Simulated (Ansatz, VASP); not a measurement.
# W in VASP and in Ansatz

File INCAR:

```
SYSTEM = W
ALGO = Normal
EDIFF = 1E-7
ENCUT = 520
GGA = PE
ISIF = 2
ISMEAR = 1
LASPH = .True.
LCHARG = .False.
LREAL = .False.
LWAVE = .False.
NBANDS = 13
NELM = 100
PREC = Accurate
SIGMA = 0.01
```

The input KPOINTS:

```
k-points
0
Gamma
  14 14 14
  0 0 0
```

POSCAR

```
W
1.0
   -1.5921723362      1.5921723362      1.5921723362
    1.5921723362     -1.5921723362      1.5921723362
    1.5921723362      1.5921723362     -1.5921723362
W
1
Direct
    0.0000000000      0.0000000000      0.0000000000
```

Input for Ansatz:

```yaml
crystal:
  lattice:
    - [-1.5921723362, 1.5921723362, 1.5921723362]
    - [1.5921723362, -1.5921723362, 1.5921723362]
    - [1.5921723362, 1.5921723362, -1.5921723362]
  atoms:
    - { symbol: W, position: [0.0, 0.0, 0.0] }
hamiltonian:
  xc: pbe
  pseudopotentials:
    kind: paw
    azcp:
      W: "pseudopotentials/W.paw.azcp"
basis:
  ecutwfc: 420
  fft_grid_basis: typed
kpoints:
  mp_grid: { grid: [14, 14, 14], shift: [0, 0, 0] }
magnetization:
  spin_polarized: false
scf:
  occupations: { method: methfessel_paxton, width: 0.01 }
  lower_state_search: "off"
output:
  stress: true
  write_density: true
  write_potential: true
  elf: true
  volumetric_format: npy
```

Alike in both runs: task single point; functional PBE; k mesh 14 × 14 × 14; occupations methfessel-paxton of order 1, width 0.01 eV; no spin polarisation.

|  | VASP | Ansatz |
| --- | --- | --- |
| version | VASP 6.6.1 | Ansatz 0.2.0 |
| potentials or method | VASP PAW PBE potentials, release 64 (W_sv), cutoff 520 eV | plane waves (420 eV) with PAW, scalar-relativistic |
| valence electrons in the cell | 14 | 14 |

VASP gave:

* pressure (GPa): 0.9

Q: Estimate Ansatz's values.

A: Pressure (GPa): 0.4.

Spin-orbit coupling is off throughout.
